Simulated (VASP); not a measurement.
# Ag in VASP: notebook, part 2 of 2

VASP 6.6.1. Earlier steps stand in the parts before.

## Step 3: Single point, PBEsol

Contents of INCAR:

```
SYSTEM = Ag
PREC = Accurate
ENCUT = 520
EDIFF = 1E-6
ISMEAR = -1
SIGMA = 0.05
LREAL = .FALSE.
LASPH = .TRUE.
NELM = 100
ALGO = Normal
ISIF = 2
LWAVE = .FALSE.
LCHARG = .TRUE.
GGA = PS
LELF = .TRUE.
LVHAR = .TRUE.
NBANDS = 30
```

Contents of KPOINTS:

```
Automatic mesh
0
G
  14 10 1
  0 0 0
```

Contents of POSCAR:

```
Ag
1.0
    2.8669514106      0.0000000000      0.0000000000
    0.0000000000      4.0544815675      0.0000000000
    0.0000000000      0.0000000000     20.3004000000
Ag
4
Direct
    0.2500000000      0.2500000000      0.3990727536
    0.7500000000      0.7500000000      0.4616328467
    0.2500000000      0.2500000000      0.5383671511
    0.7500000000      0.7500000000      0.6009272481
```

Potentials or basis: VASP PAW PBE potentials, release 64 (Ag).

Launch:

```console
> cat potpaw_PBE.64/Ag/POTCAR > POTCAR
> mpirun -np 1 vasp_std > vasp.out
```

OUTCAR:

```text
SYSTEM = Ag
   PREC = Accurate
   ENCUT = 520
   EDIFF = 1E-6
   ISMEAR = -1
   LREAL = .FALSE.
   LASPH = .TRUE.
   NELM = 100
   ISIF = 2
   GGA = PS

 ion  position               nearest neighbor table
   1  0.250  0.250  0.399-   2 2.79   2 2.79   2 2.79   2 2.79   3 2.83
   2  0.750  0.750  0.462-   1 2.79   1 2.79   1 2.79   1 2.79   4 2.83   3 2.93   3 2.93   3 2.93
                             3 2.93
   3  0.250  0.250  0.538-   4 2.79   4 2.79   4 2.79   4 2.79   1 2.83   2 2.93   2 2.93   2 2.93
                             2 2.93
   4  0.750  0.750  0.601-   3 2.79   3 2.79   3 2.79   3 2.79   2 2.83

  LATTYP: Found a simple orthorhombic cell.
 ALAT       =     2.8669514106
 B/A-ratio  =     1.4142135624
 C/A-ratio  =     7.0808315498

  Lattice vectors:

 A1 = (   2.8669514106,   0.0000000000,   0.0000000000)
 A2 = (   0.0000000000,   4.0544815675,   0.0000000000)
 A3 = (   0.0000000000,   0.0000000000,  20.3004000000)

Analysis of symmetry for initial positions (statically):
=====================================================================
 Subroutine PRICEL returns:
 Original cell was already a primitive cell.

 Routine SETGRP: Setting up the symmetry group for a
 simple orthorhombic supercell.

 Subroutine GETGRP returns: Found  8 space group operations
 (whereof  2 operations were pure point group operations)
 out of a pool of  8 trial point group operations.

The static configuration has the point symmetry S_2 .
 The point group associated with its full space group is D_2h.

Analysis of symmetry for dynamics (positions and initial velocities):
=====================================================================
 Subroutine PRICEL returns:
 Original cell was already a primitive cell.

 Routine SETGRP: Setting up the symmetry group for a
 simple orthorhombic supercell.

 Subroutine GETGRP returns: Found  8 space group operations
 (whereof  2 operations were pure point group operations)
 out of a pool of  8 trial point group operations.

The dynamic configuration has the point symmetry S_2 .
 The point group associated with its full space group is D_2h.

 Subroutine INISYM returns: Found  8 space group operations
 (whereof  2 operations are pure point group operations),
 and found     1 'primitive' translations

----------------------------------------------------------------------------------------

                                     Primitive cell

  volume of cell :     235.9719

  direct lattice vectors                    reciprocal lattice vectors
     2.866951411  0.000000000  0.000000000     0.348802563  0.000000000  0.000000000
     0.000000000  4.054481567  0.000000000     0.000000000  0.246640658  0.000000000
     0.000000000  0.000000000 20.300400000     0.000000000  0.000000000  0.049260113

  length of vectors
     2.866951411  4.054481567 20.300400000     0.348802563  0.246640658  0.049260113

  position of ions in fractional coordinates (direct lattice)
     0.250000000  0.250000000  0.399072754
     0.750000000  0.750000000  0.461632847
     0.250000000  0.250000000  0.538367151
     0.750000000  0.750000000  0.600927248

  ion indices of the primitive-cell ions
   primitive index   ion index
                 1           1
                 2           2
                 3           3
                 4           4

----------------------------------------------------------------------------------------

 KPOINTS: Automatic mesh

Automatic generation of k-mesh.
 Grid dimensions read from file:
 generate k-points for:   14   10    1

 Generating k-lattice:

  Cartesian coordinates                     Fractional coordinates (reciprocal lattice)
     0.024914469  0.000000000  0.000000000     0.071428571  0.000000000  0.000000000
     0.000000000  0.024664066  0.000000000     0.000000000  0.100000000  0.000000000
     0.000000000  0.000000000  0.049260113     0.000000000  0.000000000  1.000000000

  Length of vectors
     0.024914469  0.024664066  0.049260113

  Shift w.r.t. Gamma in fractional coordinates (k-lattice)
     0.000000000  0.000000000  0.000000000

 Subroutine IBZKPT returns following result:
 ===========================================

 Found     48 irreducible k-points:

 Following reciprocal coordinates:
            Coordinates               Weight
  0.000000  0.000000  0.000000      1.000000
  0.071429  0.000000  0.000000      2.000000
  0.142857  0.000000  0.000000      2.000000
  0.214286  0.000000  0.000000      2.000000
  0.285714  0.000000  0.000000      2.000000
  0.357143  0.000000  0.000000      2.000000
[... 16 lines left out ...]
  0.428571  0.200000  0.000000      4.000000
  0.500000  0.200000  0.000000      2.000000
 [... further k-points ...]
   k-points           NKPTS =     48   k-points in BZ     NKDIM =     48   number of bands    NBANDS=     30
   number of dos      NEDOS =    301   number of ions     NIONS =      4
   total plane-waves  NPLWV = 115200
   dimension x,y,z NGX =    24 NGY =   30 NGZ =  160
   dimension x,y,z NGXF=    48 NGYF=   60 NGZF=  320
   ions per type =               4
   NGX,Y,Z   is equivalent  to a cutoff of  13.92, 12.30, 13.10 a.u.
   NGXF,Y,Z  is equivalent  to a cutoff of  27.83, 24.60, 26.21 a.u.
 SYSTEM =  Ag
   PREC   = accura    normal or accurate (medium, high low for compatibility)
   ISTART =      0    job   : 0-new  1-cont  2-samecut
   ICHARG =      2    charge: 1-file 2-atom 10-const
   ISPIN  =      1    spin polarized calculation?
   LNONCOLLINEAR =      F non collinear calculations
   LSORBIT =      F    spin-orbit coupling
   LASPH  =      T    aspherical Exc in radial PAW
   ENCUT  =  520.0 eV  38.22 Ry    6.18 a.u.   5.33  7.54 37.75*2*pi/ulx,y,z
   NELM   =    100;   NELMIN=  2; NELMDL= -5     # of ELM steps
   EDIFF  = 0.1E-05   stopping-criterion for ELM
   LREAL  =      F    real-space projection
   EDIFFG = 0.1E-04   stopping-criterion for IOM
   NSW    =      0    number of steps for IOM
   IBRION =     -1    ionic relax: 0-MD 1-quasi-New 2-CG
   NFREE  =      0    steps in history (QN), initial steepest desc. (CG)
   ISIF   =      2    stress and relaxation
   ISYM   =      2    0-nonsym 1-usesym 2-fastsym
   POTIM  = 0.5000    time-step for ionic-motion
   TEBEG  =    0.0;   TEEND  =   0.0 temperature during run
   PSTRESS=    0.0 pullay stress
   NELECT =      44.0000    total number of electrons
   NUPDOWN=      -1.0000    fix difference up-down
   EMIN   =  10.00;   EMAX   =-10.00  energy-range for DOS
   EFERMI =   0.00;   METHOD = LEGACY
   ISMEAR =    -1;   SIGMA  =   0.05  broadening in eV -4-tet -1-fermi 0-gaus
   EFERMI_NEDOS =   21; number of points for ismear=-14 and -15
   IALGO  =     38    algorithm
   IMIX   =      4    mixing-type and parameters
     AMIX     =   0.40;   BMIX     =  1.00
     AMIX_MAG =   1.60;   BMIX_MAG =  1.00
  volume/ion in A,a.u.               =      58.99       398.10
  Fermi-wavevector in a.u.,A,eV,Ry     =   0.935274  1.767412 11.901532  0.874738
  Thomas-Fermi vector in A             =   2.062165
   LORBIT       =      0    0 simple, 1 ext, 2 COOP (PROOUT), +10 PAW based schemes
   GGA     = PS    functional components
   LHFCALC =     F    Hartree Fock is set to
   AEXX    =    0.0000 exact exchange contribution
   IVDW    =     0    specifies the selected vdW correction
   LEPSILON=     F    determine dielectric tensor
   LRPA    =     F    only Hartree local field effects (RPA)
 non-spin polarized calculation
  energy-cutoff  :      520.00
  volume of cell :      235.97
 maximum number of plane-waves:      6399
 NGX is ok and might be reduce to    24
   NGX = 11   NGY = 15   NGZ = 75

 number of electron      43.9999990 magnetization

 Free energy of the ion-electron system (eV)
  ---------------------------------------------------
  ext. energy  EPLUGINS =         0.00000000
  ---------------------------------------------------
  free energy    TOTEN  =       -11.51478148 eV

  energy without entropy =      -11.50331603  energy(sigma->0) =      -11.50904875

 E-fermi :  -0.6049     XC(G=0):  -4.4199

 val. band max:       -0.6132867011   @ k =   0.1429   0.0000   0.0000
 cond. band min:      -0.5732292947   @ k =   0.0714   0.2000   0.0000
 fundamental gap:      0.0400574064
 Fermi energy:        -0.6049490601

 k-point     1 :       0.0000    0.0000    0.0000
  band No.  band energies     occupation
      1      -7.7643      2.00000
      2      -6.8943      2.00000
      3      -6.5657      2.00000
      4      -6.2918      2.00000
      5      -5.9927      2.00000
      6      -5.6431      2.00000
[... 781 lines left out ...]
     29       7.5279      0.00000
     30       7.5279      0.00000

 [... further k-points ...]
[... 5 lines left out ...]
  --------------------------------------------------------------------------------------
  -------------------------------------------------------------------------------------
  Total       -1.6348326     -0.9649786     -0.0866803      0.0000000      0.0000000      0.0000000
  in kB      -11.1000160     -6.5519113     -0.5885330      0.0000000      0.0000000      0.0000000
  external PRESSURE =      -6.0801535 kB  Pullay stress =       0.0000000 kB

 VOLUME and BASIS-vectors are now :
 -----------------------------------------------------------------------------
  energy-cutoff  :      520.00
  volume of cell :      235.97
      direct lattice vectors                 reciprocal lattice vectors
     2.866951411  0.000000000  0.000000000     0.348802563  0.000000000  0.000000000
     0.000000000  4.054481567  0.000000000     0.000000000  0.246640658  0.000000000
     0.000000000  0.000000000 20.300400000     0.000000000  0.000000000  0.049260113

 POSITION                                       TOTAL-FORCE (eV/Angst)
 -----------------------------------------------------------------------------------
      0.71674      1.01362      8.10134        -0.000000      0.000000      0.009546
      2.15021      3.04086      9.37133        -0.000000      0.000000      0.001103
      0.71674      1.01362     10.92907        -0.000000      0.000000     -0.001103
      2.15021      3.04086     12.19906         0.000000      0.000000     -0.009546
 -----------------------------------------------------------------------------------
    total drift:                                0.000000     -0.000000      0.000049

  FREE ENERGIE OF THE ION-ELECTRON SYSTEM (eV)
  ---------------------------------------------------
  free  energy   TOTEN  =       -11.5147814795 eV

  energy  without entropy=      -11.5033160283  energy(sigma->0) =      -11.50904875
```

stdout:

```text
POSCAR found type information on POSCAR Ag
 POSCAR found :  1 types and       4 ions
 scaLAPACK will be used
 -----------------------------------------------------------------------------
|                                                                             |
|                                                                             |
|     You enforced a specific xc type in the INCAR file but a different       |
|     I HOPE YOU KNOW WHAT YOU ARE DOING!                                     |
|                                                                             |
 -----------------------------------------------------------------------------

 LDA part: xc-table for (Slater+PW92), standard interpolation
 POSCAR, INCAR and KPOINTS ok, starting setup
 FFT: planning ... GRIDC
 FFT: planning ... GRID_SOFT
 FFT: planning ... GRID
 WAVECAR not read
 entering main loop
```

Run time: 3.9 min. Hardware: 1 thread of Intel Xeon Platinum 8488C (Sapphire Rapids), shared host; peak memory 0.48 GiB.

Results:

```yaml
Free_energy: -11.5148 eV
Largest_force: 0.010 eV/Å
Band_gap_on_the_k_mesh: zero (bands 22 and 23 overlap by 2.87 eV)
```

Forces in eV/Å, atoms in the order of the input:
```
Ag   0.000  0.000  0.010
Ag   0.000  0.000  0.001
Ag   0.000  0.000 -0.001
Ag   0.000  0.000 -0.010
```

Caveat: there is no dipole correction, which matters where the two faces differ; the PAW data sets were made with another functional, which shifts forces and pressure a little.

The gap in the log of VASP goes by the Fermi energy; the results here count the filled bands.